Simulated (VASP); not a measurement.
Input of a VASP 6.6.1 run:

Contents of INCAR:

```
  ALGO = Normal
  EDIFF = 1E-6
  EDIFFG = -0.001
  ENCUT = 520
  IBRION = 2
  ISIF = 2
  ISMEAR = 0
  LASPH = True
  LCHARG = False
  LREAL = False
  LWAVE = False
  NELM = 60
  NSW = 80
  PREC = Accurate
  SIGMA = 0.01
```

The input KPOINTS:

```
k-points
0
Gamma
  9 9 6
```

Contents of POSCAR:

```
GaN
1.0
    3.1545600000      0.0000000000      0.0000000000
   -1.5772800000      2.7319290977      0.0000000000
    0.0000000000      0.0000000000      5.1879038400
Ga N
2 2
Direct
    0.3333333333      0.6666666667      0.0000000000
    0.6666666667      0.3333333333      0.5000000000
    0.3333333333      0.6666666667      0.3750000000
    0.6666666667      0.3333333333      0.8750000000
```

Potentials or basis: VASP PAW LDA potentials, release 64 (Ga_d, N).

Command:

```bash
$ cat potpaw_LDA.64/Ga_d/POTCAR potpaw_LDA.64/N/POTCAR > POTCAR
$ mpirun -np 1 vasp_std > vasp.out
```

Predict the band gap on the k mesh.

2.03 eV.

Stress tensor (GPa, compression positive):
```
-0.27  0.00  0.00
 0.00 -0.27  0.00
 0.00  0.00 -2.97
```

LDA gaps usually lie below the measured ones, often by a third to a half.
